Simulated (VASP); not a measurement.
Wanted: the native input for a VASP 6.6.1 run.

| Quantity | Value |
| --- | --- |
| Task | single point |
| Functional | PBEsol |
| Potentials or basis | VASP PAW PBE potentials, release 64 (Al, Ga_d, N) |
| Cutoff | 520 eV |
| k mesh | 6 × 6 × 6 |
| Occupations | gaussian, width 0.05 eV |
| Spin | no spin polarisation |
| Dipole correction | no |
| Further INCAR settings | ALGO = Normal; EDIFF = 1e-06; NBANDS = 31 |

The structure of Al3GaN4 lies in POSCAR:

```
Al3GaN4
1.0
    4.4952608103      0.0808706234      0.0808706234
    0.0808706234      4.4952608103      0.0808706234
    0.0808706234      0.0808706234      4.4952608103
Al Ga N
3 1 4
Direct
    0.5000000000      0.5000000000      0.0000000000
    0.5000000000      0.0000000000      0.5000000000
    0.0000000000      0.5000000000      0.5000000000
    0.0000000000      0.0000000000      0.0000000000
    0.7447140287      0.7447140287      0.2552859713
    0.7447140287      0.2552859713      0.7447140287
    0.2552859713      0.7447140287      0.7447140287
    0.2552859713      0.2552859713      0.2552859713
```

These files were run (other wordings do the same):

INCAR

```
SYSTEM = Al3GaN4
PREC = Accurate
ENCUT = 520
EDIFF = 1E-6
ISMEAR = 0
SIGMA = 0.05
LREAL = .False.
LASPH = .True.
NELM = 80
ALGO = Normal
ISIF = 2
LWAVE = .False.
LCHARG = .True.
GGA = PS
LELF = .True.
LVHAR = .True.
NBANDS = 31
```

KPOINTS

```
Automatic mesh
0
Gamma
  6 6 6
  0 0 0
```

Potentials or basis: VASP PAW PBE potentials, release 64 (Al, Ga_d, N).

Run with:

```sh
$ cat potpaw_PBE.64/Al/POTCAR potpaw_PBE.64/Ga_d/POTCAR potpaw_PBE.64/N/POTCAR > POTCAR
$ mpirun -np 1 vasp_std > vasp.out
```

It gave:

The pressure is -9.7 GPa, the largest force is 0.279 eV/Å and the band gap on the k mesh is 2.80 eV.

Caveat: the cell stands under tension; the PAW data sets were made with another functional, which shifts forces and pressure a little.

Wall time 3.1 min on 1 thread of AMD EPYC 7R13, on a shared host, peak memory 0.22 GiB.
